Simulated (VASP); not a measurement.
# SiC (F-43m) in VASP: settings compared

SiC is run at these levels: PBEsol, r2SCAN+rVV10; tasks: relaxation of cell and atoms.

Everything below comes from runs of VASP 6.6.1. Logs are shortened: lines on timing, memory, paths and dates and some standing lists are left out, and cuts for length are marked.

## Step 1: The cell of the first run

It takes space group F-43m (No. 216, cubic). Conventional cell: a = 4.183 Å, b = 4.183 Å, c = 4.183 Å, α = 90.00°, β = 90.00°, γ = 90.00°. Si (site symmetry -43m) has 4 C at 1.81 Å within 2.4 Å. Within 2.4 Å of C (site symmetry -43m) lie 4 Si at 1.81 Å.

## Step 2: Relaxation of cell and atoms, PBEsol

INCAR reads:

```
SYSTEM = SiC
PREC = Accurate
ENCUT = 600
EDIFF = 1E-7
ISMEAR = -1
SIGMA = 0.03
LREAL = .False.
LASPH = .True.
NELM = 60
ALGO = Normal
ISIF = 3
LWAVE = .False.
LCHARG = .False.
GGA = PS
IBRION = 2
NSW = 100
EDIFFG = -0.01
```

KPOINTS reads:

```
regular mesh
0
Gamma
  8 8 8
  0 0 0
```

POSCAR reads:

```
SiC
1.0
    0.0000000000      2.0917400253      2.0917400253
    2.0917400253      0.0000000000      2.0917400253
    2.0917400253      2.0917400253      0.0000000000
Si C
1 1
Direct
    0.0000000000      0.0000000000      0.0000000000
    0.2500000000      0.2500000000      0.2500000000
```

Potentials or basis: VASP PAW PBE potentials, release 64 (Si, C).

Started as:

```sh
$ cat potpaw_PBE.64/Si/POTCAR potpaw_PBE.64/C/POTCAR > POTCAR
$ mpirun -np 1 vasp_std > vasp.out
```

OUTCAR:

```text
SYSTEM = SiC
   PREC = Accurate
   ENCUT = 600
   EDIFF = 1E-7
   ISMEAR = -1
   LREAL = .False.
   LASPH = .True.
   NELM = 60
   ISIF = 3
   GGA = PS
   IBRION = 2
   NSW = 100
   EDIFFG = -0.01

 ion  position               nearest neighbor table
   1  0.000  0.000  0.000-   2 1.81   2 1.81   2 1.81   2 1.81
   2  0.250  0.250  0.250-   1 1.81   1 1.81   1 1.81   1 1.81

  LATTYP: Found a face centered cubic cell.
 ALAT       =     4.1834800506

  Lattice vectors:

 A1 = (   0.0000000000,   2.0917400253,   2.0917400253)
 A2 = (   2.0917400253,   0.0000000000,   2.0917400253)
 A3 = (   2.0917400253,   2.0917400253,   0.0000000000)

Analysis of symmetry for initial positions (statically):
=====================================================================
 Subroutine PRICEL returns:
 Original cell was already a primitive cell.

 Routine SETGRP: Setting up the symmetry group for a
 face centered cubic supercell.

 Subroutine GETGRP returns: Found 24 space group operations
 (whereof 24 operations were pure point group operations)
 out of a pool of 48 trial point group operations.

The static configuration has the point symmetry T_d .

Analysis of symmetry for dynamics (positions and initial velocities):
=====================================================================
 Subroutine PRICEL returns:
 Original cell was already a primitive cell.

 Routine SETGRP: Setting up the symmetry group for a
 face centered cubic supercell.

 Subroutine GETGRP returns: Found 24 space group operations
 (whereof 24 operations were pure point group operations)
 out of a pool of 48 trial point group operations.

The dynamic configuration has the point symmetry T_d .

 Subroutine INISYM returns: Found 24 space group operations
 (whereof 24 operations are pure point group operations),
 and found     1 'primitive' translations

----------------------------------------------------------------------------------------

                                     Primitive cell

  volume of cell :      18.3043

  direct lattice vectors                    reciprocal lattice vectors
     0.000000000  2.091740025  2.091740025    -0.239035441  0.239035441  0.239035441
     2.091740025  0.000000000  2.091740025     0.239035441 -0.239035441  0.239035441
     2.091740025  2.091740025  0.000000000     0.239035441  0.239035441 -0.239035441

  length of vectors
     2.958167113  2.958167113  2.958167113     0.414021529  0.414021529  0.414021529

  position of ions in fractional coordinates (direct lattice)
     0.000000000  0.000000000  0.000000000
     0.250000000  0.250000000  0.250000000

  ion indices of the primitive-cell ions
   primitive index   ion index
[... 61 lines left out ...]
   ions per type =               1   1
   NGX,Y,Z   is equivalent  to a cutoff of  13.49, 13.49, 13.49 a.u.
   NGXF,Y,Z  is equivalent  to a cutoff of  26.98, 26.98, 26.98 a.u.
 SYSTEM =  SiC
   PREC   = accura    normal or accurate (medium, high low for compatibility)
   ISTART =      0    job   : 0-new  1-cont  2-samecut
   ICHARG =      2    charge: 1-file 2-atom 10-const
   ISPIN  =      1    spin polarized calculation?
   LNONCOLLINEAR =      F non collinear calculations
   LSORBIT =      F    spin-orbit coupling
   LASPH  =      T    aspherical Exc in radial PAW
   ENCUT  =  600.0 eV  44.10 Ry    6.64 a.u.   5.91  5.91  5.91*2*pi/ulx,y,z
   NELM   =     60;   NELMIN=  2; NELMDL= -5     # of ELM steps
   EDIFF  = 0.1E-06   stopping-criterion for ELM
   LREAL  =      F    real-space projection
   EDIFFG = -.1E-01   stopping-criterion for IOM
   NSW    =    100    number of steps for IOM
   IBRION =      2    ionic relax: 0-MD 1-quasi-New 2-CG
   NFREE  =      1    steps in history (QN), initial steepest desc. (CG)
   ISIF   =      3    stress and relaxation
   ISYM   =      2    0-nonsym 1-usesym 2-fastsym
   POTIM  = 0.5000    time-step for ionic-motion
   TEBEG  =    0.0;   TEEND  =   0.0 temperature during run
   PSTRESS=    0.0 pullay stress
   NELECT =       8.0000    total number of electrons
   NUPDOWN=      -1.0000    fix difference up-down
   EMIN   =  10.00;   EMAX   =-10.00  energy-range for DOS
   EFERMI =   0.00;   METHOD = LEGACY
   ISMEAR =    -1;   SIGMA  =   0.03  broadening in eV -4-tet -1-fermi 0-gaus
   EFERMI_NEDOS =   21; number of points for ismear=-14 and -15
   IALGO  =     38    algorithm
   IMIX   =      4    mixing-type and parameters
     AMIX     =   0.40;   BMIX     =  1.00
     AMIX_MAG =   1.60;   BMIX_MAG =  1.00
  volume/ion in A,a.u.               =       9.15        61.76
  Fermi-wavevector in a.u.,A,eV,Ry     =   1.242378  2.347754 21.000638  1.543503
  Thomas-Fermi vector in A             =   2.376735
   LORBIT       =      0    0 simple, 1 ext, 2 COOP (PROOUT), +10 PAW based schemes
   GGA     = PS    functional components
   LHFCALC =     F    Hartree Fock is set to
   AEXX    =    0.0000 exact exchange contribution
   IVDW    =     0    specifies the selected vdW correction
   LEPSILON=     F    determine dielectric tensor
   LRPA    =     F    only Hartree local field effects (RPA)
 conjugate gradient relaxation of ions
 non-spin polarized calculation
  energy-cutoff  :      600.00
  volume of cell :       18.30
 maximum number of plane-waves:       620
   NGX = 11   NGY = 11   NGZ = 11

--------------------------------------- Ionic step        1  -------------------------------------------

 number of electron       8.0000000 magnetization

 Free energy of the ion-electron system (eV)
  ---------------------------------------------------
  ext. energy  EPLUGINS =         0.00000000
  ---------------------------------------------------
  free energy    TOTEN  =       -15.67981235 eV

  energy without entropy =      -15.67981235  energy(sigma->0) =      -15.67981235

 E-fermi :  10.0419     XC(G=0): -12.0408

 val. band max:        9.4932538163   @ k =   0.0000   0.0000   0.0000
 cond. band min:      10.6053063377   @ k =   0.5000   0.5000   0.0000
 fundamental gap:      1.1120525214
 Fermi energy:        10.0419485053

 k-point     1 :       0.0000    0.0000    0.0000
  band No.  band energies     occupation
      1      -6.9283      2.00000
      2       9.4933      2.00000
      3       9.4933      2.00000
      4       9.4933      2.00000
      5      17.1244      0.00000
      6      17.6354      0.00000
      7      17.6354      0.00000
      8      17.6354      0.00000
[... 360 lines left out ...]
--------------------------------------- Ionic step        4  -------------------------------------------

 number of electron       8.0000001 magnetization

 Free energy of the ion-electron system (eV)
  ---------------------------------------------------
  ext. energy  EPLUGINS =         0.00000000
  ---------------------------------------------------
  free energy    TOTEN  =       -15.91302839 eV

  energy without entropy =      -15.91302839  energy(sigma->0) =      -15.91302839

 E-fermi :   8.7081     XC(G=0): -11.5002

 val. band max:        8.0460118890   @ k =   0.0000   0.0000   0.0000
 cond. band min:       9.2798645892   @ k =   0.5000   0.5000   0.0000
 fundamental gap:      1.2338527002
 Fermi energy:         8.7080896553

 k-point     1 :       0.0000    0.0000    0.0000
  band No.  band energies     occupation
      1      -7.3707      2.00000
      2       8.0460      2.00000
      3       8.0460      2.00000
      4       8.0460      2.00000
      5      14.2209      0.00000
      6      15.2807      0.00000
      7      15.2807      0.00000
      8      15.2807      0.00000
[... 282 lines left out ...]
  FREE ENERGIE OF THE ION-ELECTRON SYSTEM (eV)
  ---------------------------------------------------
  free  energy   TOTEN  =       -15.9130283855 eV

  energy  without entropy=      -15.9130283854  energy(sigma->0) =      -15.91302839

 reached required accuracy - stopping structural energy minimisation
```

CONTCAR:

```text
SiC
   1.00000000000000
    -0.0000000000000000    2.1797433664519552    2.1797433664519552
     2.1797433664519552   -0.0000000000000000    2.1797433664519552
     2.1797433664519552    2.1797433664519552   -0.0000000000000000
  Si              C
     1     1
Direct
     0.0000000000000000    0.0000000000000000    0.0000000000000000
     0.2500000000000000    0.2500000000000000    0.2500000000000000

  0.00000000E+00  0.00000000E+00  0.00000000E+00
  0.00000000E+00  0.00000000E+00  0.00000000E+00
```

It took 27 s on 1 thread of Intel Xeon 8259CL, shared host; peak memory 0.13 GiB.

What came out:

| Quantity | Value |
| --- | --- |
| Free energy | -15.9130 eV |
| Relaxed volume | 10.36 Å³/atom |
| Relaxed cell | a = 3.083 Å, b = 3.083 Å, c = 3.083 Å, α = 60.00°, β = 60.00°, γ = 60.00° |
| Space group after relaxing (to 0.05 Å) | F-43m (No. 216) |
| Energy gained by relaxing | 116.6 meV/atom |
| Ionic steps | 4 |
| Pressure after relaxing | -0.1 GPa |
| Band gap on the k mesh | 1.23 eV, indirect (least direct gap 4.44 eV) |

The path:
```tsv
step	energy change (eV)	largest force (eV/Å)	pressure (GPa)	volume (Å³)
1	0.0000	0.0000	34.40	18.30
2	0.0528	0.0000	-24.45	24.02
3	-0.2330	0.0000	-0.77	20.78
4	-0.2332	0.0000	-0.10	20.71
```

Final structure:
```cif
data_structure
_symmetry_space_group_name_H-M 'P 1'
_symmetry_Int_Tables_number 1
_cell_length_a 3.0826
_cell_length_b 3.0826
_cell_length_c 3.0826
_cell_angle_alpha 60.000
_cell_angle_beta 60.000
_cell_angle_gamma 60.000
_cell_volume 20.71
loop_
_atom_site_label
_atom_site_type_symbol
_atom_site_fract_x
_atom_site_fract_y
_atom_site_fract_z
_atom_site_occupancy
Si1 Si 0.00000 0.00000 0.00000 1
C1 C 0.25000 0.25000 0.25000 1
```

Caveat: the PAW data sets were made with another functional, which shifts forces and pressure a little.

## Step 3: Relaxation of cell and atoms, r2SCAN+rVV10

This run uses another cell than the first one, of 10.34 Å³/atom, 1.129 times its volume.

POSCAR reads:

```
SiC
1.0
    0.0000000000      2.1783421363      2.1783421363
    2.1783421363      0.0000000000      2.1783421363
    2.1783421363      2.1783421363      0.0000000000
Si C
1 1
Direct
    0.0000000000      0.0000000000      0.0000000000
    0.2500000000      0.2500000000      0.2500000000
```

INCAR.step1 reads:

```
ALGO = Normal
EDIFF = 1E-4
ENCUT = 600
GGA = PE
ISMEAR = -1
LASPH = T
LCHARG = F
LREAL = F
LWAVE = T
NELM = 100
PREC = Accurate
SIGMA = 0.03
```

INCAR.step2 reads:

```
ALGO = Normal
BPARAM = 11.95
CPARAM = 0.0093
EDIFF = 1E-6
EDIFFG = -0.01
ENCUT = 600
IBRION = 2
ISIF = 3
ISMEAR = -1
ISTART = 1
IVDW_NL = 2
LASPH = T
LCHARG = F
LMIXTAU = T
LREAL = F
LUSE_VDW = T
LWAVE = F
METAGGA = R2SCAN
NELM = 100
NSW = 100
PREC = Accurate
SIGMA = 0.03
```

KPOINTS reads:

```
k-points
0
Gamma
  10 10 10
```

Potentials or basis: VASP PAW PBE potentials, release 64 (Si, C).

Started as:

```sh
$ cat potpaw_PBE.64/Si/POTCAR potpaw_PBE.64/C/POTCAR > POTCAR
$ cp INCAR.step1 INCAR
$ mpirun -np 1 vasp_std > vasp.out
$ cp INCAR.step2 INCAR
$ mpirun -np 1 vasp_std > vasp.out
```

Run time: 5.6 min. Hardware: 1 thread of Intel Xeon 8259CL, shared host; peak memory 0.26 GiB.

It converged, with:

| Property | Result |
| --- | --- |
| Free energy | -19.2240 eV |
| Relaxed volume | 10.29 Å³/atom |
| Relaxed cell | a = 3.076 Å, b = 3.076 Å, c = 3.076 Å, α = 60.00°, β = 60.00°, γ = 60.00° |
| Space group after relaxing (to 0.05 Å) | F-43m (No. 216) |
| Energy gained by relaxing | 0.1 meV/atom |
| Ionic steps | 3 |
| Pressure after relaxing | 0.0 GPa |
| Band gap on the k mesh | 1.69 eV, indirect (least direct gap 5.04 eV) |

The path:
```csv
step,energy change (eV),largest force (eV/Å),pressure (GPa),volume (Å³)
1,0.0000,0.0000,-0.99,20.67
2,0.0001,0.0000,1.12,20.48
3,-0.0003,0.0000,-0.01,20.58
```

Final structure:
```xyz
2
Lattice="0.0000 2.1752 2.1752 2.1752 0.0000 2.1752 2.1752 2.1752 0.0000" Properties=species:S:1:pos:R:3 pbc="T T T"
Si    0.0000    0.0000    0.0000
C     1.0876    1.0876    1.0876
```

Levels at points of the mesh, in eV from the valence-band top:
| k point | band 1 | band 2 | band 3 | band 4 | band 5 | band 6 | band 7 | band 8 |
| --- | --- | --- | --- | --- | --- | --- | --- | --- |
| (0.00, 0.00, 0.00) | -16.23 | 0.00 | 0.00 | 0.00 | 6.88 | 7.88 | 7.88 | 7.88 |
| (0.50, 0.00, 0.00) | -12.58 | -8.86 | -1.11 | -1.11 | 6.02 | 7.76 | 7.76 | 10.95 |
| (0.50, 0.50, 0.00) | -11.11 | -8.08 | -3.35 | -3.35 | 1.69 | 4.81 | 15.18 | 15.18 |

Caveat: the PAW data sets were made with another functional, which shifts forces and pressure a little.
